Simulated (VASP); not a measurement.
# BO (R3m) in VASP: further runs

Runs on BO. Level: PBE. Tasks: single point, relaxation of cell and atoms.

Everything below comes from runs of VASP 6.6.1. Logs are shortened: lines on timing, memory, paths and dates and some standing lists are left out, and cuts for length are marked.

### 1 The cell of the first run

The structure is trigonal, space group R3m (No. 160). Conventional cell: a = 2.392 Å, b = 2.392 Å, c = 14.469 Å, α = 90.00°, β = 90.00°, γ = 120.00°. B (site symmetry 3m) has 3 O at 1.51 Å within 2.0 Å. O (site symmetry 3m) has 3 B at 1.51 Å within 2.0 Å.

### 2 Single point, PBE

The input, INCAR:

```
SYSTEM = BO
ALGO = Fast ; EDIFF = 1E-6
ENCUT = 520 ; GGA = PE
ISIF = 2 ; ISMEAR = 0
LASPH = .True. ; LCHARG = .True.
LELF = .True. ; LREAL = .False.
LVHAR = .True. ; LWAVE = .False.
NBANDS = 12 ; NELM = 100
PREC = Accurate ; SIGMA = 0.1
```

The input, KPOINTS:

```
k-points
0
Gamma
  24 24 24
  0 0 0
```

The input, POSCAR:

```
BO
1.0
    1.1959185727      0.6904639099      4.8230732537
   -1.1959185727      0.6904639099      4.8230732537
    0.0000000000     -1.3809278197      4.8230732537
B O
1 1
Direct
    0.2670250928      0.2670250928      0.2670250928
    0.9751452472      0.9751452472      0.9751452472
```

Potentials or basis: VASP PAW PBE potentials, release 64 (B, O).

On the command line:

```
$ cat potpaw_PBE.64/B/POTCAR potpaw_PBE.64/O/POTCAR > POTCAR
$ mpirun -np 1 vasp_std > vasp.out
```

OUTCAR:

```text
SYSTEM = BO
   EDIFF = 1E-6
   ENCUT = 520
   GGA = PE
   ISIF = 2
   ISMEAR = 0
   LASPH = .True.
   LREAL = .False.
   NELM = 100
   PREC = Accurate

 ion  position               nearest neighbor table
   1  0.267  0.267  0.267-   2 1.51   2 1.51   2 1.51
   2  0.975  0.975  0.975-   1 1.51   1 1.51   1 1.51

  LATTYP: Found a trigonal (rhomboedric) cell.
 ALAT       =     5.0168712614
 COS(alpha) =     0.8863505591

  Lattice vectors:

 A1 = (   1.1959185727,   0.6904639099,   4.8230732537)
 A2 = (  -1.1959185727,   0.6904639099,   4.8230732537)
 A3 = (   0.0000000000,  -1.3809278197,   4.8230732537)

Analysis of symmetry for initial positions (statically):
=====================================================================
 Subroutine PRICEL returns:
 Original cell was already a primitive cell.

 Routine SETGRP: Setting up the symmetry group for a
 trigonal (rhombohedral) supercell.

 Subroutine GETGRP returns: Found  6 space group operations
 (whereof  6 operations were pure point group operations)
 out of a pool of 12 trial point group operations.

The static configuration has the point symmetry C_3v.

Analysis of symmetry for dynamics (positions and initial velocities):
=====================================================================
 Subroutine PRICEL returns:
 Original cell was already a primitive cell.

 Routine SETGRP: Setting up the symmetry group for a
 trigonal (rhombohedral) supercell.

 Subroutine GETGRP returns: Found  6 space group operations
 (whereof  6 operations were pure point group operations)
 out of a pool of 12 trial point group operations.

The dynamic configuration has the point symmetry C_3v.

 Subroutine INISYM returns: Found  6 space group operations
 (whereof  6 operations are pure point group operations),
 and found     1 'primitive' translations

----------------------------------------------------------------------------------------

                                     Primitive cell

  volume of cell :      23.8956

  direct lattice vectors                    reciprocal lattice vectors
     1.195918573  0.690463910  4.823073254     0.418088665  0.241383604  0.069112227
    -1.195918573  0.690463910  4.823073254    -0.418088665  0.241383604  0.069112227
     0.000000000 -1.380927820  4.823073254     0.000000000 -0.482767207  0.069112227

  length of vectors
     5.016871261  5.016871261  5.016871261     0.487689118  0.487689118  0.487689118

  position of ions in fractional coordinates (direct lattice)
     0.267025093  0.267025093  0.267025093
     0.975145247  0.975145247  0.975145247

  ion indices of the primitive-cell ions
   primitive index   ion index
                 1           1
                 2           2

----------------------------------------------------------------------------------------

 KPOINTS: k-points

Automatic generation of k-mesh.
 Grid dimensions read from file:
 generate k-points for:   24   24   24

 Generating k-lattice:

  Cartesian coordinates                     Fractional coordinates (reciprocal lattice)
     0.017420361  0.010057650  0.002879676     0.041666667 -0.000000000  0.000000000
    -0.017420361  0.010057650  0.002879676    -0.000000000  0.041666667  0.000000000
     0.000000000 -0.020115300  0.002879676     0.000000000  0.000000000  0.041666667

  Length of vectors
     0.020320380  0.020320380  0.020320380

  Shift w.r.t. Gamma in fractional coordinates (k-lattice)
     0.000000000  0.000000000  0.000000000

 Subroutine IBZKPT returns following result:
 ===========================================

 Found   1313 irreducible k-points:

 Following reciprocal coordinates:
            Coordinates               Weight
  0.000000  0.000000  0.000000      1.000000
  0.041667 -0.000000  0.000000      6.000000
  0.083333  0.000000  0.000000      6.000000
  0.125000  0.000000  0.000000      6.000000
  0.166667  0.000000  0.000000      6.000000
  0.208333  0.000000  0.000000      6.000000
[... 16 lines left out ...]
  0.416667  0.041667  0.000000     12.000000
  0.458333  0.041667  0.000000     12.000000
 [... further k-points ...]
   k-points           NKPTS =   1313   k-points in BZ     NKDIM =   1313   number of bands    NBANDS=     12
   number of dos      NEDOS =    301   number of ions     NIONS =      2
   total plane-waves  NPLWV =  64000
   dimension x,y,z NGX =    40 NGY =   40 NGZ =   40
   dimension x,y,z NGXF=    80 NGYF=   80 NGZF=   80
   ions per type =               1   1
   NGX,Y,Z   is equivalent  to a cutoff of  13.25, 13.25, 13.25 a.u.
   NGXF,Y,Z  is equivalent  to a cutoff of  26.51, 26.51, 26.51 a.u.
 SYSTEM =  BO
   PREC   = accura    normal or accurate (medium, high low for compatibility)
   ISTART =      0    job   : 0-new  1-cont  2-samecut
   ICHARG =      2    charge: 1-file 2-atom 10-const
   ISPIN  =      1    spin polarized calculation?
   LNONCOLLINEAR =      F non collinear calculations
   LSORBIT =      F    spin-orbit coupling
   LASPH  =      T    aspherical Exc in radial PAW
   ENCUT  =  520.0 eV  38.22 Ry    6.18 a.u.   9.33  9.33  9.33*2*pi/ulx,y,z
   NELM   =    100;   NELMIN=  2; NELMDL= -5     # of ELM steps
   EDIFF  = 0.1E-05   stopping-criterion for ELM
   LREAL  =      F    real-space projection
   EDIFFG = 0.1E-04   stopping-criterion for IOM
   NSW    =      0    number of steps for IOM
   IBRION =     -1    ionic relax: 0-MD 1-quasi-New 2-CG
   NFREE  =      0    steps in history (QN), initial steepest desc. (CG)
   ISIF   =      2    stress and relaxation
   ISYM   =      2    0-nonsym 1-usesym 2-fastsym
   POTIM  = 0.5000    time-step for ionic-motion
   TEBEG  =    0.0;   TEEND  =   0.0 temperature during run
   PSTRESS=    0.0 pullay stress
   NELECT =       9.0000    total number of electrons
   NUPDOWN=      -1.0000    fix difference up-down
   EMIN   =  10.00;   EMAX   =-10.00  energy-range for DOS
   EFERMI =   0.00;   METHOD = LEGACY
   ISMEAR =     0;   SIGMA  =   0.10  broadening in eV -4-tet -1-fermi 0-gaus
   EFERMI_NEDOS =   21; number of points for ismear=-14 and -15
   IALGO  =     68    algorithm
   IMIX   =      4    mixing-type and parameters
     AMIX     =   0.40;   BMIX     =  1.00
     AMIX_MAG =   1.60;   BMIX_MAG =  1.00
  volume/ion in A,a.u.               =      11.95        80.63
  Fermi-wavevector in a.u.,A,eV,Ry     =   1.182269  2.234165 19.017691  1.397761
  Thomas-Fermi vector in A             =   2.318527
   LORBIT       =      0    0 simple, 1 ext, 2 COOP (PROOUT), +10 PAW based schemes
   GGA     = PE    functional components
   LHFCALC =     F    Hartree Fock is set to
   AEXX    =    0.0000 exact exchange contribution
   IVDW    =     0    specifies the selected vdW correction
   LEPSILON=     F    determine dielectric tensor
   LRPA    =     F    only Hartree local field effects (RPA)
 non-spin polarized calculation
 RMM-DIIS sequential band-by-band and
 Gauss-broadening in eV      SIGMA  =   0.10
  energy-cutoff  :      520.00
  volume of cell :       23.90
 maximum number of plane-waves:       665
 NGX is ok and might be reduce to    40
   NGX = 19   NGY = 19   NGZ = 19

 number of electron       9.0000000 magnetization

 Free energy of the ion-electron system (eV)
  ---------------------------------------------------
  ext. energy  EPLUGINS =         0.00000000
  ---------------------------------------------------
  free energy    TOTEN  =       -12.99300915 eV

  energy without entropy =      -12.98375128  energy(sigma->0) =      -12.98838021

 E-fermi :   2.5359     XC(G=0):  -8.6789

 val. band max:        2.5358415501   @ k =  -0.2083   0.2083   0.0000
 cond. band min:       2.5363653177   @ k =  -0.3333  -0.3333   0.2917
 fundamental gap:      0.0005237676
 Fermi energy:         2.5358843503

 k-point     1 :       0.0000    0.0000    0.0000
  band No.  band energies     occupation
      1     -23.2095      2.00000
      2      -7.3713      2.00000
      3      -3.4367      2.00000
      4      -3.4367      2.00000
      5       0.3865      2.00000
      6       9.2102      0.00000
      7       9.5162      0.00000
      8      10.5510      0.00000
      9      10.5510      0.00000
     10      16.7808      0.00000
     11      25.4817      0.00000
     12      27.7792      0.00000

 k-point     2 :       0.0417   -0.0000    0.0000
  band No.  band energies     occupation
      1     -23.1763      2.00000
      2      -7.3349      2.00000
      3      -3.6008      2.00000
      4      -3.4866      2.00000
      5       0.4339      2.00000
      6       9.2213      0.00000
      7       9.5870      0.00000
      8      10.5676      0.00000
      9      10.6242      0.00000
     10      16.8207      0.00000
     11      25.0922      0.00000
     12      27.7391      0.00000

 k-point     3 :       0.0833    0.0000    0.0000
  band No.  band energies     occupation
      1     -23.0770      2.00000
      2      -7.2272      2.00000
      3      -4.0627      2.00000
      4      -3.6298      2.00000
      5       0.5685      2.00000
      6       9.2163      0.00000
      7       9.7425      0.00000
      8      10.6960      0.00000
      9      10.8331      0.00000
     10      16.9251      0.00000
     11      24.2341      0.00000
     12      27.2768      0.00000
[... 286 lines left out ...]
 k-point    23 :       0.4167    0.0417    0.0000
  band No.  band energies     occupation
      1     -20.8746      2.00000
      2     -10.3697      2.00000
      3      -5.6602      2.00000
      4      -4.7639      2.00000
      5       2.5274      1.09580
      6       7.1325      0.00000
      7      11.6698      0.00000
      8      12.6744      0.00000
      9      13.4719      0.00000
     10      17.4743      0.00000
     11      18.2301      0.00000
     12      23.1091      0.00000

 k-point    24 :       0.4583    0.0417    0.0000
  band No.  band energies     occupation
      1     -20.6275      2.00000
      2     -10.8563      2.00000
      3      -5.7825      2.00000
      4      -4.4977      2.00000
      5       2.5931      0.41805
      6       6.9708      0.00000
      7      11.8179      0.00000
      8      12.8314      0.00000
      9      13.6500      0.00000
     10      16.8170      0.00000
     11      18.1058      0.00000
     12      23.4787      0.00000

 [... further k-points ...]

------------------------ aborting loop because EDIFF is reached ----------------------------------------

  FORCE on cell =-STRESS in cart. coord.  units (eV):
  Direction    XX          YY          ZZ          XY          YZ          ZX
  --------------------------------------------------------------------------------------
  -------------------------------------------------------------------------------------
  Total        0.1150185      0.1150185     -0.0265666     -0.0000000     -0.0000000      0.0000000
  in kB        7.7118877      7.7118877     -1.7812685     -0.0000000     -0.0000000      0.0000000
  external PRESSURE =       4.5475023 kB  Pullay stress =       0.0000000 kB

 VOLUME and BASIS-vectors are now :
 -----------------------------------------------------------------------------
  energy-cutoff  :      520.00
  volume of cell :       23.90
      direct lattice vectors                 reciprocal lattice vectors
     1.195918573  0.690463910  4.823073254     0.418088665  0.241383604  0.069112227
    -1.195918573  0.690463910  4.823073254    -0.418088665  0.241383604  0.069112227
     0.000000000 -1.380927820  4.823073254     0.000000000 -0.482767207  0.069112227

 POSITION                                       TOTAL-FORCE (eV/Angst)
 -----------------------------------------------------------------------------------
      0.00000      0.00000      3.86364         0.000000     -0.000000     -0.014428
      0.00000      0.00000     14.10959         0.000000      0.000000      0.014428
 -----------------------------------------------------------------------------------
    total drift:                                0.000000     -0.000000     -0.001958

  FREE ENERGIE OF THE ION-ELECTRON SYSTEM (eV)
  ---------------------------------------------------
  free  energy   TOTEN  =       -12.9930091464 eV

  energy  without entropy=      -12.9837512809  energy(sigma->0) =      -12.98838021
```

It took 28 min on 1 thread of Oxide Virtual Turin-like, shared host; peak memory 0.49 GiB.

Results:

- Free energy: -12.9930 eV
- Pressure: 0.5 GPa
- Largest force: 0.014 eV/Å
- Band gap on the k mesh: zero (an odd number of electrons rules out a gap without spin polarisation)

Forces on the atoms (eV/Å):
```
B    0.000  0.000 -0.014
O    0.000  0.000  0.014
```

Stress tensor (GPa, compression positive):
```
 0.77  0.00  0.00
 0.00  0.77  0.00
 0.00  0.00 -0.18
```

Levels at points of the mesh, in eV from the Fermi level:
| k point | band 1 | band 2 | band 3 | band 4 | band 5 | band 6 | band 7 | band 8 | band 9 | band 10 |
| --- | --- | --- | --- | --- | --- | --- | --- | --- | --- | --- |
| (0.00, 0.00, 0.00) | -25.75 | -9.91 | -5.97 | -5.97 | -2.15 | 6.67 | 6.98 | 8.02 | 8.02 | 14.24 |
| (0.50, 0.00, 0.00) | -23.02 | -13.71 | -8.27 | -6.88 | 0.04 | 4.26 | 9.23 | 10.64 | 11.32 | 13.36 |
| (0.50, 0.50, 0.00) | -23.02 | -13.71 | -8.27 | -6.90 | 0.03 | 4.31 | 8.91 | 10.66 | 12.63 | 13.19 |
| (0.50, 0.50, 0.50) | -25.74 | -10.07 | -5.97 | -5.97 | -1.25 | 4.89 | 7.42 | 8.02 | 8.02 | 14.22 |

Caveat: an odd number of electrons without spin polarisation forces a metal; a magnetic or distorted state may lie lower.

### 3 Relaxation of cell and atoms, PBE

This run uses another cell than the first one, of 11.52 Å³/atom.

The input, INCAR:

```
PREC     = Accurate       # precision mode
ENCUT    = 600            # plane-wave cutoff, eV
EDIFF    = 1E-6           # SCF threshold, eV
ISMEAR   = 0              # smearing method
SIGMA    = 0.1            # smearing width, eV
LREAL    = False          # projectors in reciprocal space
LASPH    = True           # aspherical terms in the spheres
NELM     = 80             # most SCF steps
ALGO     = Fast           # electronic algorithm
ISIF     = 3              # what is computed and relaxed
LWAVE    = False          # write WAVECAR
LCHARG   = False          # write CHGCAR
GGA      = PE             # functional
IBRION   = 2              # ionic algorithm
NSW      = 100            # ionic steps
EDIFFG   = -0.01          # ionic threshold
```

The input, KPOINTS:

```
Automatic mesh
0
Gamma
  24 24 24
```

The input, POSCAR:

```
BO
1.0
    1.1963346438      0.6907041287      4.6458589500
   -1.1963346438      0.6907041287      4.6458589500
    0.0000000000     -1.3814082573      4.6458589500
B O
1 1
Direct
    0.2662825211      0.2662825211      0.2662825211
    0.9758878189      0.9758878189      0.9758878189
```

Potentials or basis: VASP PAW PBE potentials, release 64 (B, O).

On the command line:

```
$ cat potpaw_PBE.64/B/POTCAR potpaw_PBE.64/O/POTCAR > POTCAR
$ mpirun -np 1 vasp_std > vasp.out
```

It took 51 min on 1 thread of Oxide Virtual Turin-like, shared host; peak memory 0.48 GiB.

The run converged. Its results:

```yaml
Free_energy: -12.9980 eV
Relaxed_volume: 11.53 Å³/atom
Relaxed_cell: a = 4.845 Å, b = 4.845 Å, c = 4.845 Å, α = 28.62°, β = 28.62°, γ = 28.62°
Space_group_after_relaxing_to_0.1_Å: R3m (No. 160)
Energy_gained_by_relaxing: 0.0 meV/atom
Ionic_steps: 6
Pressure_after_relaxing: 0.0 GPa
Largest_force_after_relaxing: 0.004 eV/Å
Band_gap_on_the_k_mesh: zero (an odd number of electrons rules out a gap without spin polarisation)
```

Forces in eV/Å, atoms in the order of the input:
```
B    0.000  0.000 -0.004
O    0.000  0.000  0.004
```

Final structure:
```yaml
crystal:
  lattice:
    - [1.19758, 0.69142, 4.64327]
    - [-1.19758, 0.69142, 4.64327]
    - [0.00000, -1.38284, 4.64327]
  atoms:
    - { symbol: B, position: [0.26631, 0.26631, 0.26631] }
    - { symbol: O, position: [0.97586, 0.97586, 0.97586] }
```

Levels at points of the mesh, in eV from the Fermi level:
```
           k point  band 3  band 4  band 5  band 6  band 7  band 8
(0.00, 0.00, 0.00)   -6.00   -6.00   -2.22    6.76    7.23    7.98
(0.50, 0.00, 0.00)   -8.29   -6.87    0.04    4.23    9.20   10.62
(0.50, 0.50, 0.00)   -8.29   -6.91    0.02    4.30    8.85   10.65
(0.50, 0.50, 0.50)   -6.00   -6.00   -1.13    5.07    7.48    7.98
```

Caveat: an odd number of electrons without spin polarisation forces a metal; a magnetic or distorted state may lie lower.
